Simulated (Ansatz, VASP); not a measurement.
C in VASP and in Ansatz

```xyz
1
Lattice="1.7680 0.0000 0.0000 0.0000 1.7680 0.0000 0.0000 0.0000 1.7680" Properties=species:S:1:pos:R:3 pbc="T T T"
C     0.0000    0.0000    0.0000
```

Alike in both runs: task single point; functional PBE; k mesh 29 × 29 × 29; occupations fermi-dirac, width 0.1 eV; no spin polarisation.

|  | VASP | Ansatz |
| --- | --- | --- |
| version | VASP 6.6.1 | Ansatz 0.2.0 |
| potentials or method | VASP PAW PBE potentials, release 64 (C), cutoff 520 eV | plane waves (420 eV) with PAW, scalar-relativistic |
| valence electrons in the cell | 4 | 4 |

Ansatz gave:

```
pressure (GPa) : 3.1
```

Task: Estimate VASP's values.

Result: Pressure (GPa): 3.2.

With one functional, cell and mesh, what is left measures potentials, basis and numerics.
